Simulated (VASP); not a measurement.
A run of VASP 6.6.1 is set up as follows.

INCAR

```
PREC     = Accurate       # precision mode
ENCUT    = 520            # plane-wave cutoff, eV
EDIFF    = 1E-7           # SCF threshold, eV
ISMEAR   = 1              # smearing method
SIGMA    = 0.1            # smearing width, eV
LREAL    = False          # projectors in reciprocal space
LASPH    = True           # aspherical terms in the spheres
NELM     = 80             # most SCF steps
ALGO     = Normal         # electronic algorithm
ISIF     = 2              # what is computed and relaxed
LWAVE    = False          # write WAVECAR
LCHARG   = False          # write CHGCAR
GGA      = PS             # functional
NBANDS   = 8              # bands
```

The input KPOINTS:

```
Automatic mesh
0
Gamma
  19 19 19
```

POSCAR

```
Al
1.0
    1.6068141943      1.6068141943      1.6068141943
   -1.6068141943      1.6068141943      1.6068141943
   -1.6068141943     -1.6068141943      1.6068141943
Al
1
Direct
    0.0000000000      0.0000000000      0.0000000000
```

Potentials or basis: VASP PAW PBE potentials, release 64 (Al).

Launch:

```console
$ cat potpaw_PBE.64/Al/POTCAR > POTCAR
$ mpirun -np 1 vasp_std > vasp.out
```

**Question.** Estimate the pressure.

**Answer.** 0.1 GPa.

Caveat: the PAW data sets were made with another functional, which shifts forces and pressure a little.
